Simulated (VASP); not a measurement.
## GaSb3: single point with LDA

Crystal: GaSb3.

```xyz
4
Lattice="0.0000 3.5899 3.6871 3.5899 0.0000 3.6871 3.5899 3.5899 0.0000" Properties=species:S:1:pos:R:3 pbc="T T T"
Ga    0.0000    0.0000    0.0000
Sb    1.7949    1.7949    1.8436
Sb    5.3848    5.3848    5.5307
Sb    3.5899    3.5899    3.6871
```

This cell differs from its parent crystal: volume 23.758 Å^3 an atom, c/a of the conventional cell 1.0271.

```yaml
Program: VASP 6.6.1
Task: single point
Functional: LDA
Potentials_or_basis: VASP PAW LDA potentials, release 64 (Ga_d, Sb)
Cutoff: 520 eV
k_mesh: 10 × 10 × 10
Occupations: gaussian, width 0.15 eV
Spin: no spin polarisation
```

```json
{
 "Pressure": "0.2 GPa",
 "Band gap on the k mesh": "zero (band 14 reaches 10.05 eV, above the bottom of band 15 at 5.82 eV)"
}
```

Stress tensor (GPa, compression positive):
```
 0.61  0.00  0.00
 0.00  0.61  0.00
 0.00  0.00 -0.69
```

Levels at points of the mesh, in eV from the Fermi level:
```tsv
k point	band 10	band 11	band 12	band 13	band 14	band 15	band 16	band 17	band 18	band 19
(0.00, 0.00, 0.00)	-2.84	-2.84	-2.66	-2.65	-2.56	-2.56	-0.98	-0.70	-0.70	3.36
(0.50, 0.00, 0.00)	-3.87	-3.76	-2.90	-2.80	-0.20	0.16	2.10	2.36	2.95	3.19
(0.50, 0.50, 0.00)	-5.55	-5.55	1.06	1.26	1.26	1.50	2.08	2.10	2.10	3.84
(0.50, 0.00, 0.50)	-5.65	-5.61	0.87	0.93	1.17	1.40	1.79	2.27	2.41	4.05
```

Wall time 2.5 min on 1 thread of Intel(R) Xeon(R) Platinum 8259CL CPU @ 2.50GHz (Skylake/Cascade Lake) (shared host), peak memory 0.34 GiB.

Caveat: spin-orbit coupling is left out, which moves the levels of the heavy elements.
